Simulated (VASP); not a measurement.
Write the native input for VASP 6.6.1 that does the following.

```yaml
Task: single point
Functional: PBEsol
Dispersion: D3(BJ)
Potentials_or_basis: VASP PAW PBE potentials, release 64 (In_d)
Cutoff: 520 eV
k_mesh: 6 × 6 × 6
Occupations: methfessel-paxton, width 0.1 eV
Spin: no spin polarisation
Dipole_correction: no
Further_INCAR_settings: ALGO = Normal; EDIFF = 1e-06; NBANDS = 12
```

The structure of In lies in POSCAR:

```
In
1.0
    4.1440000000      0.0000000000      0.0000000000
    0.0000000000      4.1440000000      0.0000000000
    0.0000000000      0.0000000000      4.1440000000
In
1
Direct
    0.0000000000      0.0000000000      0.0000000000
```

The input as run:

INCAR

```
SYSTEM = In
PREC = Accurate ; ENCUT = 520
EDIFF = 1E-6 ; ISMEAR = 1
SIGMA = 0.1 ; LREAL = .FALSE.
LASPH = .TRUE. ; NELM = 60
ALGO = Normal ; ISIF = 2
LWAVE = .FALSE. ; LCHARG = .TRUE.
GGA = PS ; IVDW = 12
LELF = .TRUE. ; LVHAR = .TRUE.
NBANDS = 12
```

KPOINTS

```
Automatic mesh
0
G
  6 6 6
  0 0 0
```

Potentials or basis: VASP PAW PBE potentials, release 64 (In_d).

Launch:

```console
$ cat potpaw_PBE.64/In_d/POTCAR > POTCAR
$ mpirun -np 1 vasp_std > vasp.out
```

Results of the run:

```yaml
Pressure: -4.0 GPa
Dispersion_energy_per_atom: -0.307 eV
```

Caveat: the PAW data sets were made with another functional, which shifts forces and pressure a little; pairwise dispersion overbinds metals, which lowers pressure and volume.

It took 26 s on 1 thread of AMD EPYC 7R13, with other jobs on the host, peak memory 0.15 GiB.
